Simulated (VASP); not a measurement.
PbF2: single point with BLYP+D3(BJ)

The system is PbF2.

```
Pb F
1.0
     0.00000    2.98900    2.98900
     2.98900    0.00000    2.98900
     2.98900    2.98900    0.00000
Pb F
1 2
Direct
  0.00000 0.00000 0.00000
  0.75000 0.75000 0.75000
  0.25000 0.25000 0.25000
```

| Item | Value |
| --- | --- |
| Program | VASP 6.6.1 |
| Task | single point |
| Functional | BLYP |
| Dispersion | D3(BJ) |
| Potentials or basis | VASP PAW PBE potentials, release 64 (Pb_d, F) |
| Cutoff | 600 eV |
| k mesh | 8 × 8 × 8 |
| Occupations | fermi-dirac, width 0.05 eV |
| Spin | no spin polarisation |
| Dipole correction | no |
| Further INCAR settings | ALGO = Normal; EDIFF = 1e-06; NBANDS = 21 |

```yaml
Pressure: 0.1 GPa
Band_gap_on_the_k_mesh: 4.49 eV (least direct gap 4.63 eV)
Dispersion_energy_per_atom: -0.341 eV
```

Levels at points of the mesh, in eV from the valence-band top:
```
           k point  band 11  band 12  band 13  band 14  band 15  band 16  band 17  band 18
(0.00, 0.00, 0.00)    -2.30    -1.83    -1.83    -1.83     6.77     6.77     6.77    10.70
(0.50, 0.00, 0.00)    -2.49    -1.99    -1.99    -0.02     5.08     7.61     7.61    13.29
(0.50, 0.50, 0.00)    -1.43    -1.43    -1.42    -0.14     4.49     7.82     7.82     9.11
```

Run time: 88 s on 1 thread of AMD EPYC 7R43 64-Core Processor (Zen 3) (shared host), peak memory 0.19 GiB.

Caveat: the PAW data sets were made with another functional, which shifts forces and pressure a little; spin-orbit coupling is left out, which moves the levels of the heavy elements. A k mesh can miss the band edges.
